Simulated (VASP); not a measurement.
# Ta7N8 (a cell with a defect) (vacancy hop of Ta) in VASP: relaxation of the atoms with PBE

Aim: the relaxation of the atoms of Ta7N8 (a cell with a defect) (vacancy hop of Ta) with PBE.

Program: VASP 6.6.1. These are calculated values, not measurements. Logs are shortened: lines on timing, memory, paths and dates and some standing lists are left out, and cuts for length are marked.

### 1 The cell of the first run

The cell holds a defect, 15 atoms: a = 6.245 Å, b = 6.245 Å, c = 6.245 Å, α = 60.00°, β = 60.00°, γ = 60.00°.

### 2 Relaxation of the atoms, PBE

Input file INCAR:

```
ALGO     = Normal         # electronic algorithm
EDIFF    = 1E-7           # SCF threshold, eV
EDIFFG   = -0.02          # ionic threshold
ENCUT    = 520            # plane-wave cutoff, eV
GGA      = PE             # functional
GGA_COMPAT= F            
IBRION   = 2              # ionic algorithm
ISIF     = 2              # what is computed and relaxed
ISMEAR   = 1              # smearing method
LASPH    = T              # aspherical terms in the spheres
LCHARG   = F              # write CHGCAR
LREAL    = F              # projectors in reciprocal space
LWAVE    = F              # write WAVECAR
NELM     = 120            # most SCF steps
NELMIN   = 4            
NSW      = 90             # ionic steps
PREC     = Accurate       # precision mode
SIGMA    = 0.1            # smearing width, eV
```

Input file KPOINTS:

```
k-points
0
Gamma
  4 4 4
```

Input file POSCAR:

```
Ta7N8
1.0
    0.0000000000      4.4157308800      4.4157308800
    4.4157308800      0.0000000000      4.4157308800
    4.4157308800      4.4157308800      0.0000000000
Ta N
7 8
Direct
    0.2500000000      0.2500000000      0.2500000000
    0.2500000000      0.7500000000      0.2500000000
    0.2500000000      0.7500000000      0.7500000000
    0.7500000000      0.2500000000      0.2500000000
    0.7500000000      0.2500000000      0.7500000000
    0.7500000000      0.7500000000      0.2500000000
    0.7500000000      0.7500000000      0.7500000000
    0.0000000000      0.0000000000      0.0000000000
    0.0000000000      0.0000000000      0.5000000000
    0.0000000000      0.5000000000      0.0000000000
    0.0000000000      0.5000000000      0.5000000000
    0.5000000000      0.0000000000      0.0000000000
    0.5000000000      0.0000000000      0.5000000000
    0.5000000000      0.5000000000      0.0000000000
    0.5000000000      0.5000000000      0.5000000000
```

Potentials or basis: VASP PAW PBE potentials, release 64 (Ta_pv, N).

The run is started by

```sh
$ cat potpaw_PBE.64/Ta_pv/POTCAR potpaw_PBE.64/N/POTCAR > POTCAR
$ mpirun -np 1 vasp_std > vasp.out
```

OUTCAR:

```text
EDIFF = 1E-7
   EDIFFG = -0.02
   ENCUT = 520
   GGA = PE
   IBRION = 2
   ISIF = 2
   ISMEAR = 1
   LASPH = T
   LREAL = F
   NELM = 120
   NELMIN = 4
   NSW = 90
   PREC = Accurate

 ion  position               nearest neighbor table
   1  0.250  0.250  0.250-   9 2.21  10 2.21  11 2.21  12 2.21  13 2.21  14 2.21   2 3.12   4 3.12
                             3 3.12   5 3.12   2 3.12   3 3.12   6 3.12   4 3.12   5 3.12   6 3.12
   2  0.250  0.750  0.250-   8 2.21   9 2.21  11 2.21  12 2.21  14 2.21  15 2.21   1 3.12   3 3.12
                             6 3.12   3 3.12   7 3.12   1 3.12   4 3.12   4 3.12   6 3.12   7 3.12
   3  0.250  0.750  0.750-   8 2.21   9 2.21  10 2.21  13 2.21  14 2.21  15 2.21   2 3.12   7 3.12
                             1 3.12   2 3.12   6 3.12   1 3.12   5 3.12   5 3.12   6 3.12   7 3.12
   4  0.750  0.250  0.250-   8 2.21   9 2.21  10 2.21  13 2.21  14 2.21  15 2.21   1 3.12   5 3.12
                             6 3.12   5 3.12   7 3.12   2 3.12   6 3.12   7 3.12   1 3.12   2 3.12
   5  0.750  0.250  0.750-   8 2.21   9 2.21  11 2.21  12 2.21  14 2.21  15 2.21   4 3.12   7 3.12
                             1 3.12   4 3.12   6 3.12   3 3.12   6 3.12   7 3.12   1 3.12   3 3.12
   6  0.750  0.750  0.250-   8 2.21  10 2.21  11 2.21  12 2.21  13 2.21  15 2.21   2 3.12   4 3.12
                             7 3.12   3 3.12   5 3.12   7 3.12   1 3.12   4 3.12   5 3.12   1 3.12
   7  0.750  0.750  0.750-   9 2.21  10 2.21  11 2.21  12 2.21  13 2.21  14 2.21   3 3.12   5 3.12
                             6 3.12   2 3.12   4 3.12   6 3.12   4 3.12   5 3.12   2 3.12   3 3.12
   8  0.000  0.000  0.000-   2 2.21   3 2.21   4 2.21   5 2.21   6 2.21
   9  0.000  0.000  0.500-   1 2.21   2 2.21   3 2.21   4 2.21   5 2.21   7 2.21
  10  0.000  0.500  0.000-   1 2.21   3 2.21   4 2.21   6 2.21   7 2.21
  11  0.000  0.500  0.500-   1 2.21   2 2.21   5 2.21   6 2.21   7 2.21
  12  0.500  0.000  0.000-   1 2.21   2 2.21   5 2.21   6 2.21   7 2.21
  13  0.500  0.000  0.500-   1 2.21   3 2.21   4 2.21   6 2.21   7 2.21
  14  0.500  0.500  0.000-   1 2.21   2 2.21   3 2.21   4 2.21   5 2.21   7 2.21
  15  0.500  0.500  0.500-   2 2.21   3 2.21   4 2.21   5 2.21   6 2.21

  LATTYP: Found a face centered cubic cell.
 ALAT       =     8.8314617600

  Lattice vectors:

 A1 = (   0.0000000000,   4.4157308800,   4.4157308800)
 A2 = (   4.4157308800,   0.0000000000,   4.4157308800)
 A3 = (   4.4157308800,   4.4157308800,   0.0000000000)

Analysis of symmetry for initial positions (statically):
=====================================================================
 Subroutine PRICEL returns:
 Original cell was already a primitive cell.

 Routine SETGRP: Setting up the symmetry group for a
 face centered cubic supercell.

 Subroutine GETGRP returns: Found 48 space group operations
 (whereof  8 operations were pure point group operations)
 out of a pool of 48 trial point group operations.

The static configuration has the point symmetry C_4v.
 The point group associated with its full space group is O_h .

Analysis of symmetry for dynamics (positions and initial velocities):
=====================================================================
 Subroutine PRICEL returns:
 Original cell was already a primitive cell.

 Routine SETGRP: Setting up the symmetry group for a
 face centered cubic supercell.

 Subroutine GETGRP returns: Found 48 space group operations
 (whereof  8 operations were pure point group operations)
 out of a pool of 48 trial point group operations.

The dynamic configuration has the point symmetry C_4v.
 The point group associated with its full space group is O_h .

 Subroutine INISYM returns: Found 48 space group operations
 (whereof  8 operations are pure point group operations),
 and found     1 'primitive' translations

----------------------------------------------------------------------------------------

                                     Primitive cell
[... 146 lines left out ...]
  ext. energy  EPLUGINS =         0.00000000
  ---------------------------------------------------
  free energy    TOTEN  =      -164.04091076 eV

  energy without entropy =     -164.03797517  energy(sigma->0) =     -164.03993223

------------------------ aborting loop because EDIFF is reached ----------------------------------------

  FORCE on cell =-STRESS in cart. coord.  units (eV):
  Direction    XX          YY          ZZ          XY          YZ          ZX
  --------------------------------------------------------------------------------------
  -------------------------------------------------------------------------------------
  Total      -10.1642227    -10.1642227    -10.1642227     -0.0000000      0.0000000      0.0000000
  in kB      -94.5686012    -94.5686012    -94.5686012     -0.0000000      0.0000000      0.0000000
  external PRESSURE =     -94.5686012 kB  Pullay stress =       0.0000000 kB

 VOLUME and BASIS-vectors are now :
 -----------------------------------------------------------------------------
  energy-cutoff  :      520.00
  volume of cell :      172.20
      direct lattice vectors                 reciprocal lattice vectors
     0.000000000  4.415730880  4.415730880    -0.113231538  0.113231538  0.113231538
     4.415730880  0.000000000  4.415730880     0.113231538 -0.113231538  0.113231538
     4.415730880  4.415730880  0.000000000     0.113231538  0.113231538 -0.113231538

 POSITION                                       TOTAL-FORCE (eV/Angst)
 -----------------------------------------------------------------------------------
      2.20787      2.20787      2.20787        -0.000000     -0.000000      0.000000
      4.41573      2.20787      4.41573        -0.000000     -0.000000      0.000000
      6.62360      4.41573      4.41573        -0.000000     -0.000000      0.000000
      2.20787      4.41573      4.41573        -0.000000     -0.000000      0.000000
      4.41573      6.62360      4.41573        -0.000000     -0.000000      0.000000
      4.41573      4.41573      6.62360        -0.000000     -0.000000      0.000000
      6.62360      6.62360      6.62360        -0.000000     -0.000000      0.000000
      0.00000      0.00000      0.00000        -0.000000     -0.000000      0.048364
      2.20787      2.20787      0.00000        -0.000000     -0.000000      0.000000
      2.20787      0.00000      2.20787        -0.048364     -0.000000      0.000000
      4.41573      2.20787      2.20787        -0.000000      0.048364      0.000000
      0.00000      2.20787      2.20787        -0.000000     -0.048364      0.000000
      2.20787      4.41573      2.20787         0.048364     -0.000000      0.000000
      2.20787      2.20787      4.41573        -0.000000     -0.000000      0.000000
      4.41573      4.41573      4.41573        -0.000000     -0.000000     -0.048364
 -----------------------------------------------------------------------------------
    total drift:                                0.000000      0.000000      0.000000

  FREE ENERGIE OF THE ION-ELECTRON SYSTEM (eV)
  ---------------------------------------------------
  free  energy   TOTEN  =      -164.0409107638 eV

  energy  without entropy=     -164.0379751660  energy(sigma->0) =     -164.03993223

--------------------------------------- Ionic step        2  -------------------------------------------

 number of electron     117.0000023 magnetization

 Free energy of the ion-electron system (eV)
  ---------------------------------------------------
  ext. energy  EPLUGINS =         0.00000000
  ---------------------------------------------------
  free energy    TOTEN  =      -164.04136499 eV

  energy without entropy =     -164.03842134  energy(sigma->0) =     -164.04038377

 E-fermi :   7.8808     XC(G=0): -12.6934

 val. band max:        7.8059320759   @ k =  -0.2500   0.2500   0.0000
 cond. band min:       7.8971601242   @ k =  -0.2500   0.2500   0.0000
 fundamental gap:      0.0912280483
 Fermi energy:         7.8807536965

 k-point     1 :       0.0000    0.0000    0.0000
  band No.  band energies     occupation
      1     -28.7377      2.00000
      2     -28.5683      2.00000
      3     -28.5683      2.00000
      4     -28.5683      2.00000
      5     -28.3850      2.00000
      6     -28.3850      2.00000
[... 573 lines left out ...]
     69      10.0591      0.00000
     70      10.0978      0.00000

------------------------ aborting loop because EDIFF is reached ----------------------------------------

  FORCE on cell =-STRESS in cart. coord.  units (eV):
  Direction    XX          YY          ZZ          XY          YZ          ZX
  --------------------------------------------------------------------------------------
  -------------------------------------------------------------------------------------
  Total      -10.2623113    -10.2623113    -10.2623113      0.0000000      0.0000000     -0.0000000
  in kB      -95.4812244    -95.4812244    -95.4812244      0.0000000      0.0000000     -0.0000000
  external PRESSURE =     -95.4812244 kB  Pullay stress =       0.0000000 kB

 VOLUME and BASIS-vectors are now :
 -----------------------------------------------------------------------------
  energy-cutoff  :      520.00
  volume of cell :      172.20
      direct lattice vectors                 reciprocal lattice vectors
     0.000000000  4.415730880  4.415730880    -0.113231538  0.113231538  0.113231538
     4.415730880  0.000000000  4.415730880     0.113231538 -0.113231538  0.113231538
     4.415730880  4.415730880  0.000000000     0.113231538  0.113231538 -0.113231538

 POSITION                                       TOTAL-FORCE (eV/Angst)
 -----------------------------------------------------------------------------------
      2.20787      2.20787      2.20787         0.000000      0.000000     -0.000000
      4.41573      2.20787      4.41573         0.000000      0.000000     -0.000000
      6.62360      4.41573      4.41573         0.000000      0.000000      0.000000
      2.20787      4.41573      4.41573         0.000000      0.000000      0.000000
      4.41573      6.62360      4.41573         0.000000      0.000000     -0.000000
      4.41573      4.41573      6.62360         0.000000      0.000000      0.000000
      6.62360      6.62360      6.62360         0.000000      0.000000     -0.000000
      4.41573      4.41573      0.00233         0.000000      0.000000      0.016684
      2.20787      2.20787      0.00000        -0.000000      0.000000      0.000000
      6.62126      4.41573      2.20787        -0.016684      0.000000      0.000000
      4.41573      2.21020      2.20787         0.000000      0.016684      0.000000
      4.41573      6.62126      2.20787         0.000000     -0.016684      0.000000
      2.21020      4.41573      2.20787         0.016684      0.000000      0.000000
      6.62360      6.62360      4.41573        -0.000000      0.000000      0.000000
      4.41573      4.41573      4.41340         0.000000      0.000000     -0.016684
 -----------------------------------------------------------------------------------
    total drift:                               -0.000000      0.000000      0.000000

  FREE ENERGIE OF THE ION-ELECTRON SYSTEM (eV)
  ---------------------------------------------------
  free  energy   TOTEN  =      -164.0413649871 eV

  energy  without entropy=     -164.0384213383  energy(sigma->0) =     -164.04038377

 reached required accuracy - stopping structural energy minimisation
```

Run time: 8.2 min. Hardware: 1 thread of AMD EPYC 7R13, shared host; peak memory 0.33 GiB.

Results:

| Item | Value |
| --- | --- |
| Free energy | -164.0414 eV |
| Energy gained by relaxing | 0.0 meV/atom |
| Ionic steps | 2 |
| Pressure after relaxing | -9.5 GPa |
| Largest force after relaxing | 0.017 eV/Å |

Forces in eV/Å, atoms in the order of the input:
```
Ta   0.000  0.000  0.000
Ta   0.000  0.000  0.000
Ta   0.000  0.000  0.000
Ta   0.000  0.000  0.000
Ta   0.000  0.000  0.000
Ta   0.000  0.000  0.000
Ta   0.000  0.000  0.000
N    0.000  0.000  0.017
N    0.000  0.000  0.000
N   -0.017  0.000  0.000
N    0.000  0.017  0.000
N    0.000 -0.017  0.000
N    0.017  0.000  0.000
N    0.000  0.000  0.000
N    0.000  0.000 -0.017
```

Step by step:
| step | energy change (eV) | largest force (eV/Å) | pressure (GPa) |
| --- | --- | --- | --- |
| 1 | 0.0000 | 0.0484 | -9.46 |
| 2 | -0.0005 | 0.0167 | -9.55 |

Final structure:
```xyz
15
Lattice="0.0000 4.4157 4.4157 4.4157 0.0000 4.4157 4.4157 4.4157 0.0000" Properties=species:S:1:pos:R:3 pbc="T T T"
Ta    2.2079    2.2079    2.2079
Ta    4.4157    2.2079    4.4157
Ta    6.6236    4.4157    4.4157
Ta    2.2079    4.4157    4.4157
Ta    4.4157    6.6236    4.4157
Ta    4.4157    4.4157    6.6236
Ta    6.6236    6.6236    6.6236
N     4.4157    4.4157    0.0023
N     2.2079    2.2079    0.0000
N     6.6213    4.4157    2.2079
N     4.4157    2.2102    2.2079
N     4.4157    6.6213    2.2079
N     2.2102    4.4157    2.2079
N     6.6236    6.6236    4.4157
N     4.4157    4.4157    4.4134
```

Levels at points of the mesh, in eV from the Fermi level:
| k point | band 55 | band 56 | band 57 | band 58 | band 59 | band 60 | band 61 | band 62 | band 63 | band 64 |
| --- | --- | --- | --- | --- | --- | --- | --- | --- | --- | --- |
| (0.00, 0.00, 0.00) | -2.68 | -2.68 | -0.97 | -0.97 | -0.97 | 0.84 | 0.84 | 2.05 | 2.05 | 2.05 |
| (0.50, 0.00, 0.00) | -1.35 | -1.35 | -1.22 | -1.17 | -1.17 | 0.08 | 0.08 | 0.12 | 1.03 | 1.29 |
| (0.50, 0.50, 0.00) | -2.09 | 0.40 | 0.40 | 0.46 | 0.46 | 0.60 | 0.88 | 0.88 | 0.88 | 0.88 |

Caveat: spin-orbit coupling is left out, which moves the levels of the heavy elements.
